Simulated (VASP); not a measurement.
A run of VASP 6.6.1 is set up as follows.

Contents of POSCAR:

```
NaCl
1.0
    0.0000000000      2.8317500000      2.8317500000
    2.8317500000      0.0000000000      2.8317500000
    2.8317500000      2.8317500000      0.0000000000
Na Cl
1 1
Direct
    0.0000000000      0.0000000000      0.0000000000
    0.5000000000      0.5000000000      0.5000000000
```

INCAR.step1

```
ALGO = Normal
EDIFF = 1E-5
ENCUT = 550
GGA = PE
GGA_COMPAT = F
ISMEAR = -1
LASPH = T
LCHARG = F
LREAL = F
LWAVE = T
NBANDS = 14
NELM = 120
PREC = Accurate
SIGMA = 0.03
```

INCAR.step2

```
ALGO = Normal
EDIFF = 1E-6
ENCUT = 550
GGA_COMPAT = F
ISIF = 2
ISMEAR = -1
ISTART = 1
LASPH = T
LCHARG = F
LMIXTAU = T
LREAL = F
LWAVE = F
METAGGA = R2SCAN
NBANDS = 14
NELM = 120
PREC = Accurate
SIGMA = 0.03
```

Contents of KPOINTS:

```
k-points
0
Gamma
  8 8 8
```

Potentials or basis: VASP PAW PBE potentials, release 64 (Na_pv, Cl).

Run with:

```console
$ cat potpaw_PBE.64/Na_pv/POTCAR potpaw_PBE.64/Cl/POTCAR > POTCAR
$ cp INCAR.step1 INCAR
$ mpirun -np 1 vasp_std > vasp.out
$ cp INCAR.step2 INCAR
$ mpirun -np 1 vasp_std > vasp.out
```

Task: Estimate the band gap on the k mesh.

Result: 5.87 eV.

Task: What does it give for the pressure?

Result: -1.0 GPa.

Caveat: the PAW data sets were made with another functional, which shifts forces and pressure a little. A k mesh can miss the band edges.
